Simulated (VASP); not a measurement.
# Ag (P6_3/mmc) in VASP: a series of runs, part 2 of 2

VASP 6.6.1.

## 3. Single point, PBE

Contents of INCAR:

```
SYSTEM = Ag
PREC = Accurate
ENCUT = 520
EDIFF = 1E-6
ISMEAR = -1
SIGMA = 0.05
LREAL = .FALSE.
LASPH = .TRUE.
NELM = 100
ALGO = Normal
ISIF = 2
LWAVE = .FALSE.
LCHARG = .TRUE.
GGA = PE
LELF = .TRUE.
LVHAR = .TRUE.
NBANDS = 18
```

Contents of KPOINTS:

```
Automatic mesh
0
G
  15 15 8
  0 0 0
```

Contents of POSCAR:

```
Ag
1.0
    2.2110454198      0.0000000000      0.0000000000
   -1.1055227099      1.9148215025      0.0000000000
    0.0000000000      0.0000000000      3.6269570528
Ag
2
Direct
    0.3333333333      0.6666666667      0.2500000000
    0.6666666667      0.3333333333      0.7500000000
```

Potentials or basis: VASP PAW PBE potentials, release 64 (Ag).

On the command line:

```
$ cat potpaw_PBE.64/Ag/POTCAR > POTCAR
$ mpirun -np 1 vasp_std > vasp.out
```

OUTCAR:

```text
SYSTEM = Ag
   PREC = Accurate
   ENCUT = 520
   EDIFF = 1E-6
   ISMEAR = -1
   LREAL = .FALSE.
   LASPH = .TRUE.
   NELM = 100
   ISIF = 2
   GGA = PE

 ion  position               nearest neighbor table
   1  0.333  0.667  0.250-   2 2.22   2 2.22   2 2.22   2 2.22   2 2.22   2 2.22   2 3.13   2 3.13
                             2 3.13   2 3.13   2 3.13   2 3.13
   2  0.667  0.333  0.750-   1 2.22   1 2.22   1 2.22   1 2.22   1 2.22   1 2.22   1 3.13   1 3.13
                             1 3.13   1 3.13   1 3.13   1 3.13

  LATTYP: Found a hexagonal cell.
 ALAT       =     2.2110454198
 C/A-ratio  =     1.6403810706

  Lattice vectors:

 A1 = (   2.2110454198,   0.0000000000,   0.0000000000)
 A2 = (  -1.1055227099,   1.9148215025,   0.0000000000)
 A3 = (   0.0000000000,   0.0000000000,   3.6269570528)

Analysis of symmetry for initial positions (statically):
=====================================================================
 Subroutine PRICEL returns:
 Original cell was already a primitive cell.

 Routine SETGRP: Setting up the symmetry group for a
 hexagonal supercell.

 Subroutine GETGRP returns: Found 24 space group operations
 (whereof 12 operations were pure point group operations)
 out of a pool of 24 trial point group operations.

The static configuration has the point symmetry D_3d.
 The point group associated with its full space group is D_6h.

Analysis of symmetry for dynamics (positions and initial velocities):
=====================================================================
 Subroutine PRICEL returns:
 Original cell was already a primitive cell.

 Routine SETGRP: Setting up the symmetry group for a
 hexagonal supercell.

 Subroutine GETGRP returns: Found 24 space group operations
 (whereof 12 operations were pure point group operations)
 out of a pool of 24 trial point group operations.

The dynamic configuration has the point symmetry D_3d.
 The point group associated with its full space group is D_6h.

[... 108 lines left out ...]
   PSTRESS=    0.0 pullay stress
   NELECT =      22.0000    total number of electrons
   NUPDOWN=      -1.0000    fix difference up-down
   EMIN   =  10.00;   EMAX   =-10.00  energy-range for DOS
   EFERMI =   0.00;   METHOD = LEGACY
   ISMEAR =    -1;   SIGMA  =   0.05  broadening in eV -4-tet -1-fermi 0-gaus
   EFERMI_NEDOS =   21; number of points for ismear=-14 and -15
   IALGO  =     38    algorithm
   IMIX   =      4    mixing-type and parameters
     AMIX     =   0.40;   BMIX     =  1.00
     AMIX_MAG =   1.60;   BMIX_MAG =  1.00
  volume/ion in A,a.u.               =       7.68        51.81
  Fermi-wavevector in a.u.,A,eV,Ry     =   1.845552  3.487587 46.342285  3.406062
  Thomas-Fermi vector in A             =   2.896790
   LORBIT       =      0    0 simple, 1 ext, 2 COOP (PROOUT), +10 PAW based schemes
   GGA     = PE    functional components
   LHFCALC =     F    Hartree Fock is set to
   AEXX    =    0.0000 exact exchange contribution
   IVDW    =     0    specifies the selected vdW correction
   LEPSILON=     F    determine dielectric tensor
   LRPA    =     F    only Hartree local field effects (RPA)
 non-spin polarized calculation
  energy-cutoff  :      520.00
  volume of cell :       15.36
 maximum number of plane-waves:       426
   NGX =  9   NGY =  9   NGZ = 13

 number of electron      22.0000010 magnetization

 Free energy of the ion-electron system (eV)
  ---------------------------------------------------
  ext. energy  EPLUGINS =         0.00000000
  ---------------------------------------------------
  free energy    TOTEN  =        15.37042649 eV

  energy without entropy =       15.37113284  energy(sigma->0) =       15.37077967

 E-fermi :  27.5420     XC(G=0): -17.6422

 val. band max:       27.4616577347   @ k =   0.2667   0.2000   0.3750
 cond. band min:      27.7665289576   @ k =   0.4667   0.0667   0.1250
 fundamental gap:      0.3048712229
 Fermi energy:        27.5420087682

 k-point     1 :       0.0000    0.0000    0.0000
  band No.  band energies     occupation
      1      10.7480      2.00000
      2      11.0318      2.00000
      3      15.6744      2.00000
      4      15.9694      2.00000
      5      15.9694      2.00000
      6      16.9616      2.00000
[... 481 lines left out ...]
      5      16.4118      2.00000
      6      16.5605      2.00000
[... 10 lines left out ...]
     17      44.9135      0.00000
     18      46.5896      0.00000

 [... further k-points ...]
[... 5 lines left out ...]
  --------------------------------------------------------------------------------------
  -------------------------------------------------------------------------------------
  Total       74.8762997     74.8762997     74.9582388      0.0000000      0.0000000     -0.0000000
  in kB     7812.4379950   7812.4379952   7820.9873505      0.0000000      0.0000000     -0.0000000
  external PRESSURE =    7815.2877802 kB  Pullay stress =       0.0000000 kB

 VOLUME and BASIS-vectors are now :
 -----------------------------------------------------------------------------
  energy-cutoff  :      520.00
  volume of cell :       15.36
      direct lattice vectors                 reciprocal lattice vectors
     2.211045420  0.000000000  0.000000000     0.452274743  0.261120945  0.000000000
    -1.105522710  1.914821502  0.000000000     0.000000000  0.522241890  0.000000000
     0.000000000  0.000000000  3.626957053     0.000000000  0.000000000  0.275713218

 POSITION                                       TOTAL-FORCE (eV/Angst)
 -----------------------------------------------------------------------------------
     -0.00000      1.27655      0.90674         0.000000     -0.000000      0.000000
      1.10552      0.63827      2.72022        -0.000000      0.000000      0.000000
 -----------------------------------------------------------------------------------
    total drift:                                0.000000     -0.000000     -0.000000

  FREE ENERGIE OF THE ION-ELECTRON SYSTEM (eV)
  ---------------------------------------------------
  free  energy   TOTEN  =        15.3704264933 eV

  energy  without entropy=       15.3711328410  energy(sigma->0) =       15.37077967
```

It took 14 s on 1 thread of AMD EPYC 9R45 (Zen 5), shared host; peak memory 0.12 GiB.

The run converged, but its numbers aren't listed here, since they failed a check.

## 4. Single point, PBE

This run uses another cell than the first one, of 8.93 Å³/atom, 1.163 times its volume.

Contents of INCAR:

```
PREC     = Accurate       # precision mode
ENCUT    = 520            # plane-wave cutoff, eV
EDIFF    = 1E-7           # SCF threshold, eV
ISMEAR   = -1             # smearing method
SIGMA    = 0.05           # smearing width, eV
LREAL    = F              # projectors in reciprocal space
LASPH    = T              # aspherical terms in the spheres
NELM     = 80             # most SCF steps
ALGO     = Normal         # electronic algorithm
ISIF     = 2              # what is computed and relaxed
LWAVE    = F              # write WAVECAR
LCHARG   = F              # write CHGCAR
GGA      = PE             # functional
NBANDS   = 18             # bands
```

Contents of KPOINTS:

```
Automatic mesh
0
Gamma
  15 15 8
```

Contents of POSCAR:

```
Ag
1.0
    2.3247727916      0.0000000000      0.0000000000
   -1.1623863958      2.0133122956      0.0000000000
    0.0000000000      0.0000000000      3.8148569878
Ag
2
Direct
    0.3333333333      0.6666666667      0.2500000000
    0.6666666667      0.3333333333      0.7500000000
```

On the command line:

```
$ cat potpaw_PBE.64/Ag/POTCAR > POTCAR
$ mpirun -np 1 vasp_std > vasp.out
```

Wall time 22 s (1 thread of AMD EPYC 9R45 (Zen 5), shared host); peak memory 0.12 GiB.

The run converged. Its results:

- Free energy: 6.1948 eV
- Pressure: 432.3 GPa
- Band gap on the k mesh: zero (band 11 reaches 28.98 eV, above the bottom of band 12 at 16.90 eV)

Stress tensor (GPa, compression positive):
```
432.18   0.00   0.00
  0.00 432.18   0.00
  0.00   0.00 432.56
```

Levels at points of the mesh, in eV from the Fermi level:
| k point | band 7 | band 8 | band 9 | band 10 | band 11 | band 12 | band 13 | band 14 | band 15 | band 16 |
| --- | --- | --- | --- | --- | --- | --- | --- | --- | --- | --- |
| (0.00, 0.00, 0.00) | -8.61 | -7.52 | -7.52 | -4.58 | -4.58 | -3.08 | 8.44 | 14.57 | 17.13 | 18.39 |
| (0.00, 0.00, 0.50) | -9.05 | -9.05 | -5.42 | -5.42 | -5.42 | -5.42 | 13.78 | 13.78 | 18.08 | 18.08 |

## 5. Single point, PBE

Contents of INCAR:

```
SYSTEM = Ag
PREC = Accurate
ENCUT = 520
EDIFF = 1E-6
ISMEAR = -1
SIGMA = 0.05
LREAL = .FALSE.
LASPH = .TRUE.
NELM = 60
ALGO = Normal
ISIF = 2
LWAVE = .FALSE.
LCHARG = .FALSE.
GGA = PE
NBANDS = 18
```

Contents of KPOINTS:

```
Automatic mesh
0
G
  15 15 8
  0 0 0
```

POSCAR is that of step 4.

On the command line:

```
$ cat potpaw_PBE.64/Ag/POTCAR > POTCAR
$ mpirun -np 1 vasp_std > vasp.out
```

It took 21 s on 1 thread of AMD EPYC 9R45 (Zen 5), shared host; peak memory 0.12 GiB.

It converged, with:

```yaml
Free_energy: 6.1948 eV
Pressure: 432.3 GPa
Band_gap_on_the_k_mesh: zero (band 11 reaches 28.98 eV, above the bottom of band 12 at 16.90 eV)
```

Stress tensor (GPa, compression positive):
```
432.20   0.00   0.00
  0.00 432.20   0.00
  0.00   0.00 432.58
```

Levels at points of the mesh, in eV from the Fermi level:
```csv
k point,band 9,band 10,band 11,band 12,band 13,band 14
"(0.00, 0.00, 0.00)",-7.52,-4.58,-4.58,-3.08,8.44,14.57
"(0.00, 0.00, 0.50)",-5.42,-5.42,-5.42,-5.42,13.78,13.78
```

## 6. Single point, PBE

This run uses another cell than the first one, of 10.36 Å³/atom, 1.349 times its volume.

Contents of INCAR:

```
PREC = Accurate
ENCUT = 520
EDIFF = 1E-7
ISMEAR = -1
SIGMA = 0.05
LREAL = False
LASPH = True
NELM = 60
ALGO = Normal
ISIF = 2
LWAVE = False
LCHARG = False
GGA = PE
NBANDS = 18
```

Contents of KPOINTS:

```
regular mesh
0
Gamma
  15 15 8
```

Contents of POSCAR:

```
Ag
1.0
    2.4424360943      0.0000000000      0.0000000000
   -1.2212180472      2.1152117048      0.0000000000
    0.0000000000      0.0000000000      4.0091366614
Ag
2
Direct
    0.3333333333      0.6666666667      0.2500000000
    0.6666666667      0.3333333333      0.7500000000
```

Potentials or basis: VASP PAW PBE potentials, release 64 (Ag).

On the command line:

```
$ cat potpaw_PBE.64/Ag/POTCAR > POTCAR
$ mpirun -np 1 vasp_std > vasp.out
```

Run time: 24 s. Hardware: 1 thread of AMD EPYC 9R45 (Zen 5), shared host; peak memory 0.13 GiB.

It converged, with:

| Property | Result |
| --- | --- |
| Free energy | 0.5170 eV |
| Pressure | 227.4 GPa |
| Band gap on the k mesh | zero (band 11 reaches 23.99 eV, above the bottom of band 12 at 13.40 eV) |

Stress tensor (GPa, compression positive):
```
227.39   0.00   0.00
  0.00 227.39   0.00
  0.00   0.00 227.51
```

Levels at points of the mesh, in eV from the Fermi level:
| k point | band 8 | band 9 | band 10 | band 11 | band 12 | band 13 | band 14 | band 15 |
| --- | --- | --- | --- | --- | --- | --- | --- | --- |
| (0.00, 0.00, 0.00) | -6.40 | -6.40 | -4.09 | -4.09 | -2.42 | 6.96 | 15.44 | 17.82 |
| (0.00, 0.00, 0.50) | -7.71 | -4.77 | -4.77 | -4.77 | -4.77 | 14.08 | 14.08 | 17.15 |
